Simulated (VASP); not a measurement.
Write the native input for VASP 6.6.1 that does the following.

```
Task                   : relaxation of the atoms
Functional             : PBE
Potentials or basis    : VASP PAW PBE potentials, release 64 (Cd, Se)
Cutoff                 : 520 eV
k mesh                 : 12 × 12 × 6
Occupations            : fermi-dirac, width 0.02 eV
Spin                   : no spin polarisation
Dipole correction      : no
Further INCAR settings : ALGO = Normal; EDIFF = 1e-06; IBRION = 2; EDIFFG = -0.02; NSW = 80
```

The structure of CdSe lies in POSCAR:

```
CdSe
1.0
    4.2990000000      0.0000000000      0.0000000000
   -2.1495000000      3.7230432109      0.0000000000
    0.0000000000      0.0000000000      6.9399000000
Cd Se
2 2
Direct
    0.3333333333      0.6666666667      0.0004794859
    0.6666666667      0.3333333333      0.5004794859
    0.3333333333      0.6666666667      0.3763105141
    0.6666666667      0.3333333333      0.8763105141
```

This cell differs from its parent crystal: z stretched by -1 %.

The input as run:

INCAR

```
  ALGO = Normal
  EDIFF = 1E-6
  EDIFFG = -0.02
  ENCUT = 520
  GGA = PE
  IBRION = 2
  ISIF = 2
  ISMEAR = -1
  KPAR = 2
  LASPH = True
  LCHARG = False
  LREAL = False
  LWAVE = False
  NELM = 60
  NSW = 80
  PREC = Accurate
  SIGMA = 0.02
```

KPOINTS

```
k-points
0
Gamma
  12 12 6
```

Potentials or basis: VASP PAW PBE potentials, release 64 (Cd, Se).

Command:

```console
$ cat potpaw_PBE.64/Cd/POTCAR potpaw_PBE.64/Se/POTCAR > POTCAR
$ mpirun -np 2 vasp_std > vasp.out
```

It gave:

```json
{"Energy gained by relaxing": "0.4 meV/atom", "Ionic steps": "3", "Pressure after relaxing": "4.0 GPa", "Band gap on the k mesh": "0.71 eV"}
```

Caveat: the cell differs from its parent crystal (z stretched by -1 %); semilocal functionals underestimate gaps, and a narrow one can read as zero.

Run time: 76 s on 2 MPI ranks on Intel(R) Xeon(R) 6975P-C (Granite Rapids) (shared host), peak memory 0.33 GiB a rank.
